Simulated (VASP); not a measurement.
Input of a VASP 6.6.1 run:

Contents of INCAR:

```
PREC     = Accurate       # precision mode
ENCUT    = 600            # plane-wave cutoff, eV
EDIFF    = 1E-6           # SCF threshold, eV
ISMEAR   = 1              # smearing method
SIGMA    = 0.0343         # smearing width, eV
LREAL    = F              # projectors in reciprocal space
LASPH    = T              # aspherical terms in the spheres
NELM     = 80             # most SCF steps
ALGO     = Normal         # electronic algorithm
ISIF     = 3              # what is computed and relaxed
LWAVE    = F              # write WAVECAR
LCHARG   = F              # write CHGCAR
GGA      = PE             # functional
IBRION   = 2              # ionic algorithm
NSW      = 100            # ionic steps
EDIFFG   = -0.01          # ionic threshold
PSTRESS  = 50.0
```

KPOINTS

```
regular mesh
0
Gamma
  7 7 8
```

File POSCAR:

```
OsPd
1.0
    3.7904640000      0.0000000000      0.0000000000
    0.0000000000      3.7904640000      0.0000000000
    0.0000000000      0.0000000000      3.2659030000
Os Pd
2 2
Direct
    0.0000000000      0.0000000000      0.0000000000
    0.5000000000      0.5000000000      0.0000000000
    0.0000000000      0.5000000000      0.5000000000
    0.5000000000      0.0000000000      0.5000000000
```

Potentials or basis: VASP PAW PBE potentials, release 64 (Os, Pd).

Run with:

```bash
$ cat potpaw_PBE.64/Os/POTCAR potpaw_PBE.64/Pd/POTCAR > POTCAR
$ mpirun -np 1 vasp_std > vasp.out
```

**Question.** Estimate the space group after relaxing (to 0.05 Å).

**Answer.** P4/mmm (No. 123).

**Question.** Estimate the relaxed volume.

**Answer.** 14.38 Å³/atom.

Step by step:
```csv
step,energy change (eV),largest force (eV/Å),pressure (GPa),volume (Å³)
1,0.0000,0.0000,110.59,46.92
2,8.6732,0.0000,-27.90,121.10
3,0.6350,0.0000,-38.12,83.01
4,-2.7716,0.0000,-24.92,66.60
5,-3.0209,0.0000,26.97,54.30
6,-3.4152,0.0000,-1.42,59.07
7,-3.4034,0.0000,2.77,58.20
8,-3.3960,0.0000,3.99,57.96
9,-3.7898,0.0000,4.65,57.58
10,-3.9597,0.0000,9.25,56.76
11,-3.9670,0.0000,8.44,56.88
12,-3.9657,0.0000,8.66,56.84
13,-3.9895,0.0000,-4.78,59.60
14,-3.9939,0.0000,5.05,57.51
15,-3.9935,0.0000,5.13,57.50
16,-3.9940,0.0000,5.03,57.51
```

Caveat: the cell is relaxed towards a set pressure, so the enthalpy falls and the energy may rise; the volume moved by over 15 % at a fixed basis, so the end points are rough.
